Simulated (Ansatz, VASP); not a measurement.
# One calculation of CdTe, two programs

```xyz
4
Lattice="4.6781 0.0000 0.0000 0.0000 6.6158 0.0000 0.0000 0.0000 18.3390" Properties=species:S:1:pos:R:3 pbc="T T T"
Cd    0.0000    5.7888    8.0000
Cd    2.3390    2.4809   10.3390
Te    2.3390    4.1349    8.0000
Te    0.0000    0.8270   10.3390
```

Alike in both runs: task single point; functional PBE; k mesh 6 × 4 × 1; occupations fermi-dirac, width 0.02 eV; no spin polarisation.

```csv
,VASP,Ansatz
version,VASP 6.6.1,Ansatz 0.2.0
potentials or method,"VASP PAW PBE potentials, release 64 (Cd, Te), cutoff 520 eV","all-electron LAPW, scalar-relativistic"
```

Ansatz gave:

| Quantity | Value |
| --- | --- |
| gap on the k mesh at the Fermi level (eV) | 1.22 |
| rms of the force components (eV/Å) | 0.393 |

**Question.** Which values does VASP return?

**Answer.** gap on the k mesh at the Fermi level (eV): 1.21; rms of the force components (eV/Å): 0.390.

Ansatz ran all-electron here, and VASP with PAW potentials.

Spin-orbit coupling is off throughout.
